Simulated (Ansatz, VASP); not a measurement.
## One calculation of F, two programs

The input INCAR:

```
PREC = Accurate
ENCUT = 520
EDIFF = 1E-6
ISMEAR = -1
SIGMA = 0.08
LREAL = False
LASPH = True
NELM = 60
ALGO = Normal
ISIF = 2
LWAVE = False
LCHARG = False
NBANDS = 10
```

KPOINTS

```
Automatic mesh
0
Gamma
  17 17 17
```

POSCAR

```
F
1.0
    1.6542738754      0.0000000000      0.0000000000
    0.0000000000      1.6542738754      0.0000000000
    0.0000000000      0.0000000000      1.6542738754
F
1
Direct
    0.0000000000      0.0000000000      0.0000000000
```

Input for Ansatz:

```yaml
crystal:
  lattice:
    - [1.6542738754, 0.0, 0.0]
    - [0.0, 1.6542738754, 0.0]
    - [0.0, 0.0, 1.6542738754]
  atoms:
    - { symbol: F, position: [0.0, 0.0, 0.0] }
kpoints:
  mp_grid: { grid: [17, 17, 17] }
scf:
  occupations: { method: fermi_dirac, width: 0.08 }
hamiltonian:
  xc: lda
  pseudopotentials: { kind: paw }
output:
  forces: true
  stress: true
  eigenvalues: true
  populations: true
```

Change from the starting cell: volume scaled by 0.5, PAW files.

Alike in both runs: task single point; functional LDA; k mesh 17 × 17 × 17; occupations fermi-dirac, width 0.08 eV; no spin polarisation.

|  | VASP | Ansatz |
| --- | --- | --- |
| version | VASP 6.6.1 | Ansatz 0.2.0 |
| potentials or method | VASP PAW LDA potentials, release 64 (F) | PAW with Ansatz's default frozen-core files, scalar-relativistic |
| plane-wave cutoff (eV) | 520 | 420 |
| valence electrons in the cell | 7 | 7 |

```tsv
	VASP	Ansatz	Ansatz less VASP
pressure (GPa)	397.2	397.6	+0.35
```

LDA's correlation is that of Perdew and Zunger in VASP and of Perdew and Wang (1992) in Ansatz. Both programs put the cell under a high pressure, so it lies far from rest at this level.

Noted on VASP's run: the cell as given lies far from equilibrium.
